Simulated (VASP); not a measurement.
Write the native input for VASP 6.6.1 that does the following.

```
Task                   : single point
Functional             : LDA
Potentials or basis    : VASP PAW LDA potentials, release 64 (Pb_d)
Cutoff                 : 520 eV
k mesh                 : 12 × 12 × 8
Occupations            : fermi-dirac, width 0.1 eV
Spin                   : no spin polarisation
Dipole correction      : no
Further INCAR settings : ALGO = Normal; EDIFF = 1e-06; NBANDS = 21
```

The structure of Pb lies in POSCAR:

```
Pb
1.0
   -2.8960653095      2.8625565062      1.5645580653
    2.8625565062     -2.8960653095      1.5645580653
    2.9616323473      2.9616323473     -1.6259294999
Pb
2
Direct
    0.9984899846      0.0015100154      1.0000000000
    0.7515100154      0.2484899846      0.5000000000
```

One way to write it, as run:

INCAR

```
SYSTEM = Pb
ALGO = Normal
EDIFF = 1E-6
ENCUT = 520
ISIF = 2
ISMEAR = -1
LASPH = .True.
LCHARG = .False.
LREAL = .False.
LWAVE = .False.
NBANDS = 21
NELM = 60
PREC = Accurate
SIGMA = 0.1
```

KPOINTS

```
k-points
0
Gamma
  12 12 8
  0 0 0
```

Potentials or basis: VASP PAW LDA potentials, release 64 (Pb_d).

The run is started by

```console
$ cat potpaw_LDA.64/Pb_d/POTCAR > POTCAR
$ mpirun -np 1 vasp_std > vasp.out
```

It gave:

```json
{
 "Pressure": "8.8 GPa",
 "Largest force": "0.017 eV/Å",
 "Band gap on the k mesh": "zero (bands 14 and 15 overlap by 4.25 eV)"
}
```

Caveat: the cell stands under pressure; spin-orbit coupling is left out, which moves the levels of the heavy elements.

Run time: 6 min on 1 thread of Oxide Virtual Turin-like Processor (shared host), peak memory 0.34 GiB.
